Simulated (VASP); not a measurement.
# Cu (P-3m1) in VASP: further runs

Cu is run at these levels: PBE; tasks: single point.

All numbers are computed with VASP 6.6.1; they aren't measurements. Logs are shortened: lines on timing, memory, paths and dates and some standing lists are left out, and cuts for length are marked.

### Step 1. The cell of the first run

Symmetry: P-3m1, No. 164, trigonal system. The conventional cell has a = 2.567 Å, b = 2.567 Å, c = 4.192 Å, α = 90.00°, β = 90.00°, γ = 120.00°. Within 3.1 Å of Cu (site symmetry 3m) lie 12 Cu at 2.33 to 2.81 Å.

### Step 2. Single point, PBE (mode 5 frozen in at +0.000 Å and mode 6 at -0.147 Å (largest displacements))

The input, INCAR:

```
PREC = Accurate
ENCUT = 520
EDIFF = 1E-6
ISMEAR = 0
SIGMA = 0.15
LREAL = F
LASPH = T
NELM = 100
ALGO = Fast
ISIF = 2
LWAVE = F
LCHARG = F
GGA = PE
NBANDS = 18
```

The input, KPOINTS:

```
Automatic mesh
0
Gamma
  21 21 10
```

The input, POSCAR:

```
Cu
1.0
    2.5672412656      0.0000000000      0.0000000000
   -1.2836206328      2.2232961536      0.0000000000
    0.0000000000      0.0000000000      4.1920560930
Cu
2
Direct
    0.3333333333      0.6666666667      0.2149336753
    0.6666666667      0.3333333333      0.7850663247
```

Potentials or basis: VASP PAW PBE potentials, release 64 (Cu).

Command:

```
$ cat potpaw_PBE.64/Cu/POTCAR > POTCAR
$ mpirun -np 1 vasp_std > vasp.out
```

OUTCAR:

```text
PREC = Accurate
   ENCUT = 520
   EDIFF = 1E-6
   ISMEAR = 0
   LREAL = F
   LASPH = T
   NELM = 100
   ISIF = 2
   GGA = PE

 ion  position               nearest neighbor table
   1  0.333  0.667  0.215-   2 2.33   2 2.33   2 2.33
   2  0.667  0.333  0.785-   1 2.33   1 2.33   1 2.33

  LATTYP: Found a hexagonal cell.
 ALAT       =     2.5672412656
 C/A-ratio  =     1.6329030501

  Lattice vectors:

 A1 = (   2.5672412656,   0.0000000000,   0.0000000000)
 A2 = (  -1.2836206328,   2.2232961536,   0.0000000000)
 A3 = (   0.0000000000,   0.0000000000,   4.1920560930)

Analysis of symmetry for initial positions (statically):
=====================================================================
 Subroutine PRICEL returns:
 Original cell was already a primitive cell.

 Routine SETGRP: Setting up the symmetry group for a
 hexagonal supercell.

 Subroutine GETGRP returns: Found 12 space group operations
 (whereof 12 operations were pure point group operations)
 out of a pool of 24 trial point group operations.

The static configuration has the point symmetry D_3d.

Analysis of symmetry for dynamics (positions and initial velocities):
=====================================================================
 Subroutine PRICEL returns:
 Original cell was already a primitive cell.

 Routine SETGRP: Setting up the symmetry group for a
 hexagonal supercell.

 Subroutine GETGRP returns: Found 12 space group operations
 (whereof 12 operations were pure point group operations)
 out of a pool of 24 trial point group operations.

The dynamic configuration has the point symmetry D_3d.

 Subroutine INISYM returns: Found 12 space group operations
 (whereof 12 operations are pure point group operations),
 and found     1 'primitive' translations

----------------------------------------------------------------------------------------

                                     Primitive cell

  volume of cell :      23.9272

  direct lattice vectors                    reciprocal lattice vectors
     2.567241266  0.000000000  0.000000000     0.389523187  0.224891317  0.000000000
    -1.283620633  2.223296154  0.000000000     0.000000000  0.449782634  0.000000000
     0.000000000  0.000000000  4.192056093     0.000000000  0.000000000  0.238546426

  length of vectors
     2.567241266  2.567241266  4.192056093     0.449782634  0.449782634  0.238546426

  position of ions in fractional coordinates (direct lattice)
     0.333333333  0.666666667  0.214933675
     0.666666667  0.333333333  0.785066325

  ion indices of the primitive-cell ions
   primitive index   ion index
                 1           1
                 2           2

----------------------------------------------------------------------------------------

 KPOINTS: Automatic mesh

Automatic generation of k-mesh.
 Grid dimensions read from file:
 generate k-points for:   21   21   10

 Generating k-lattice:

  Cartesian coordinates                     Fractional coordinates (reciprocal lattice)
     0.018548723  0.010709110  0.000000000     0.047619048  0.000000000  0.000000000
     0.000000000  0.021418221  0.000000000     0.000000000  0.047619048  0.000000000
     0.000000000  0.000000000  0.023854643     0.000000000  0.000000000  0.100000000

  Length of vectors
     0.021418221  0.021418221  0.023854643

  Shift w.r.t. Gamma in fractional coordinates (k-lattice)
     0.000000000  0.000000000  0.000000000

 Subroutine IBZKPT returns following result:
 ===========================================

 Found    436 irreducible k-points:

 Following reciprocal coordinates:
            Coordinates               Weight
  0.000000  0.000000  0.000000      1.000000
  0.047619  0.000000  0.000000      6.000000
  0.095238  0.000000  0.000000      6.000000
  0.142857  0.000000  0.000000      6.000000
  0.190476  0.000000  0.000000      6.000000
  0.238095  0.000000  0.000000      6.000000
[... 16 lines left out ...]
  0.142857  0.095238  0.000000     12.000000
  0.190476  0.095238  0.000000     12.000000
 [... further k-points ...]
   k-points           NKPTS =    436   k-points in BZ     NKDIM =    436   number of bands    NBANDS=     18
   number of dos      NEDOS =    301   number of ions     NIONS =      2
   total plane-waves  NPLWV =  12800
   dimension x,y,z NGX =    20 NGY =   20 NGZ =   32
   dimension x,y,z NGXF=    40 NGYF=   40 NGZF=   64
   ions per type =               2
   NGX,Y,Z   is equivalent  to a cutoff of  12.95, 12.95, 12.69 a.u.
   NGXF,Y,Z  is equivalent  to a cutoff of  25.90, 25.90, 25.38 a.u.
 SYSTEM =  unknown system
   PREC   = accura    normal or accurate (medium, high low for compatibility)
   ISTART =      0    job   : 0-new  1-cont  2-samecut
   ICHARG =      2    charge: 1-file 2-atom 10-const
   ISPIN  =      1    spin polarized calculation?
   LNONCOLLINEAR =      F non collinear calculations
   LSORBIT =      F    spin-orbit coupling
   LASPH  =      T    aspherical Exc in radial PAW
   ENCUT  =  520.0 eV  38.22 Ry    6.18 a.u.   4.77  4.77  7.79*2*pi/ulx,y,z
   NELM   =    100;   NELMIN=  2; NELMDL= -5     # of ELM steps
   EDIFF  = 0.1E-05   stopping-criterion for ELM
   LREAL  =      F    real-space projection
[... 7 lines left out ...]
   TEBEG  =    0.0;   TEEND  =   0.0 temperature during run
   PSTRESS=    0.0 pullay stress
   NELECT =      22.0000    total number of electrons
   NUPDOWN=      -1.0000    fix difference up-down
   EMIN   =  10.00;   EMAX   =-10.00  energy-range for DOS
   EFERMI =   0.00;   METHOD = LEGACY
   ISMEAR =     0;   SIGMA  =   0.15  broadening in eV -4-tet -1-fermi 0-gaus
   EFERMI_NEDOS =   21; number of points for ismear=-14 and -15
   IALGO  =     68    algorithm
   IMIX   =      4    mixing-type and parameters
     AMIX     =   0.40;   BMIX     =  1.00
     AMIX_MAG =   1.60;   BMIX_MAG =  1.00
  volume/ion in A,a.u.               =      11.96        80.73
  Fermi-wavevector in a.u.,A,eV,Ry     =   1.591911  3.008275 34.479607  2.534180
  Thomas-Fermi vector in A             =   2.690378
   LORBIT       =      0    0 simple, 1 ext, 2 COOP (PROOUT), +10 PAW based schemes
   GGA     = PE    functional components
   LHFCALC =     F    Hartree Fock is set to
   AEXX    =    0.0000 exact exchange contribution
   IVDW    =     0    specifies the selected vdW correction
   LEPSILON=     F    determine dielectric tensor
   LRPA    =     F    only Hartree local field effects (RPA)
 non-spin polarized calculation
 RMM-DIIS sequential band-by-band and
 Gauss-broadening in eV      SIGMA  =   0.15
  energy-cutoff  :      520.00
  volume of cell :       23.93
 maximum number of plane-waves:       664
   NGX =  9   NGY =  9   NGZ = 15

 number of electron      22.0000005 magnetization

 Free energy of the ion-electron system (eV)
  ---------------------------------------------------
  ext. energy  EPLUGINS =         0.00000000
  ---------------------------------------------------
  free energy    TOTEN  =        -7.12007624 eV

  energy without entropy =       -7.11141436  energy(sigma->0) =       -7.11574530

 E-fermi :   7.4686     XC(G=0): -12.6042

 val. band max:        7.4673102533   @ k =   0.3333   0.1905   0.1000
 cond. band min:       7.4712418158   @ k =  -0.0952   0.3810   0.4000
 fundamental gap:      0.0039315625
 Fermi energy:         7.4685922514

 k-point     1 :       0.0000    0.0000    0.0000
  band No.  band energies     occupation
      1      -1.8917      2.00000
      2       2.2626      2.00000
      3       4.3415      2.00000
      4       4.3415      2.00000
      5       4.4027      2.00000
      6       4.4027      2.00000
[... 10 lines left out ...]
     17      30.6535      0.00000
     18      30.6989      0.00000

 k-point     2 :       0.0476    0.0000    0.0000
  band No.  band energies     occupation
      1      -1.8191      2.00000
      2       2.3039      2.00000
      3       4.2683      2.00000
      4       4.3623      2.00000
      5       4.3878      2.00000
      6       4.4186      2.00000
[... 10 lines left out ...]
     17      31.2313      0.00000
     18      31.6290      0.00000

 k-point     3 :       0.0952    0.0000    0.0000
  band No.  band energies     occupation
      1      -1.6028      2.00000
      2       2.4221      2.00000
      3       4.1375      2.00000
      4       4.3433      2.00000
      5       4.4068      2.00000
      6       4.4765      2.00000
[... 10 lines left out ...]
     17      31.6937      0.00000
     18      32.1973      0.00000

 k-point     4 :       0.1429    0.0000    0.0000
  band No.  band energies     occupation
      1      -1.2481      2.00000
      2       2.5982      2.00000
      3       3.9779      2.00000
      4       4.2775      2.00000
      5       4.4379      2.00000
      6       4.5916      2.00000
[... 10 lines left out ...]
     17      30.1637      0.00000
     18      31.3314      0.00000

 k-point     5 :       0.1905    0.0000    0.0000
  band No.  band energies     occupation
      1      -0.7651      2.00000
      2       2.7955      2.00000
      3       3.7946      2.00000
      4       4.2013      2.00000
      5       4.4408      2.00000
      6       4.4694      2.00000
[... 10 lines left out ...]
     17      28.0926      0.00000
     18      29.5670      0.00000

 k-point     6 :       0.2381    0.0000    0.0000
  band No.  band energies     occupation
      1      -0.1720      2.00000
      2       2.9559      2.00000
      3       3.5996      2.00000
      4       4.1222      2.00000
      5       4.3461      2.00000
      6       4.4138      2.00000
[... 307 lines left out ...]
 k-point    21 :       0.4762    0.0476    0.0000
  band No.  band energies     occupation
      1       2.5419      2.00000
      2       2.6807      2.00000
      3       3.0187      2.00000
      4       4.1964      2.00000
      5       4.5019      2.00000
      6       4.5724      2.00000
[... 10 lines left out ...]
     17      19.8173      0.00000
     18      26.9318      0.00000

 k-point    22 :       0.0952    0.0952    0.0000
  band No.  band energies     occupation
      1      -1.0385      2.00000
      2       2.6963      2.00000
      3       3.9004      2.00000
      4       4.2310      2.00000
      5       4.3734      2.00000
      6       4.6503      2.00000
[... 10 lines left out ...]
     17      30.2487      0.00000
     18      30.4429      0.00000

 k-point    23 :       0.1429    0.0952    0.0000
  band No.  band energies     occupation
      1      -0.5615      2.00000
      2       2.8834      2.00000
      3       3.7343      2.00000
      4       4.1623      2.00000
      5       4.2210      2.00000
      6       4.6593      2.00000
[... 10 lines left out ...]
     17      28.6451      0.00000
     18      29.4562      0.00000

 k-point    24 :       0.1905    0.0952    0.0000
  band No.  band energies     occupation
      1       0.0233      2.00000
      2       3.0407      2.00000
      3       3.5579      2.00000
      4       4.0288      2.00000
      5       4.1714      2.00000
      6       4.5925      2.00000
[... 10 lines left out ...]
     17      26.8395      0.00000
     18      28.6776      0.00000

 [... further k-points ...]

------------------------ aborting loop because EDIFF is reached ----------------------------------------

  FORCE on cell =-STRESS in cart. coord.  units (eV):
  Direction    XX          YY          ZZ          XY          YZ          ZX
  --------------------------------------------------------------------------------------
  -------------------------------------------------------------------------------------
  Total        0.9217035      0.9217035      2.0770496     -0.0000000      0.0000000      0.0000000
  in kB       61.7178404     61.7178404    139.0805393     -0.0000000      0.0000000      0.0000000
  external PRESSURE =      87.5054067 kB  Pullay stress =       0.0000000 kB

 VOLUME and BASIS-vectors are now :
 -----------------------------------------------------------------------------
  energy-cutoff  :      520.00
  volume of cell :       23.93
      direct lattice vectors                 reciprocal lattice vectors
     2.567241266  0.000000000  0.000000000     0.389523187  0.224891317  0.000000000
    -1.283620633  2.223296154  0.000000000     0.000000000  0.449782634  0.000000000
     0.000000000  0.000000000  4.192056093     0.000000000  0.000000000  0.238546426

 POSITION                                       TOTAL-FORCE (eV/Angst)
 -----------------------------------------------------------------------------------
     -0.00000      1.48220      0.90101         0.000000     -0.000000      2.351577
      1.28362      0.74110      3.29104        -0.000000      0.000000     -2.351577
 -----------------------------------------------------------------------------------
    total drift:                               -0.000000      0.000000      0.000000

  FREE ENERGIE OF THE ION-ELECTRON SYSTEM (eV)
  ---------------------------------------------------
  free  energy   TOTEN  =        -7.1200762417 eV

  energy  without entropy=       -7.1114143599  energy(sigma->0) =       -7.11574530
```

Wall time 2.5 min (1 thread of Intel Xeon Platinum 8488C (Sapphire Rapids), shared host); peak memory 0.26 GiB.

What came out:

| Property | Result |
| --- | --- |
| Free energy | -7.1201 eV |
| Pressure | 8.8 GPa |
| Largest force | 2.352 eV/Å |
| Band gap on the k mesh | zero (band 11 reaches 11.47 eV, above the bottom of band 12 at 5.72 eV) |

Forces on the atoms (eV/Å):
```
Cu   0.000  0.000  2.352
Cu   0.000  0.000 -2.352
```

Stress tensor (GPa, compression positive):
```
 6.17  0.00  0.00
 0.00  6.17  0.00
 0.00  0.00 13.91
```

Caveat: the cell differs from its parent crystal (mode 5 frozen in at +0.000 Å and mode 6 at -0.147 Å (largest displacements)); forces of over 1 eV/Å act on the atoms, so gaps and moduli don't describe the material at rest.

[end of part 1 of 2]
